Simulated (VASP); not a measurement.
A run of VASP 6.6.1:

INCAR

```
SYSTEM = ZnS
PREC = Accurate
ENCUT = 520
EDIFF = 1E-7
ISMEAR = -1
SIGMA = 0.05
LREAL = .False.
LASPH = .True.
NELM = 100
ALGO = Normal
ISIF = 2
LWAVE = .False.
LCHARG = .False.
GGA = RE
NBANDS = 16
```

KPOINTS

```
regular mesh
0
Gamma
  9 9 9
  0 0 0
```

Contents of POSCAR:

```
ZnS
1.0
    0.0000000000      2.6654820099      2.6654820099
    2.6654820099      0.0000000000      2.6654820099
    2.6654820099      2.6654820099      0.0000000000
Zn S
1 1
Direct
    0.7500000000      0.7500000000      0.7500000000
    0.0000000000      0.0000000000      0.0000000000
```

Potentials or basis: VASP PAW PBE potentials, release 64 (Zn, S).

Run with:

```bash
$ cat potpaw_PBE.64/Zn/POTCAR potpaw_PBE.64/S/POTCAR > POTCAR
$ mpirun -np 1 vasp_std > vasp.out
```

Hardware: 1 thread of Intel Xeon 6975P-C, on a shared host.

Problem. Estimate the wall time of this run.

Solution. Wall time 18 s on 1 thread of Intel Xeon 6975P-C, with other jobs on the host, peak memory 0.16 GiB. Counts: scf iterations 14, k points 35.
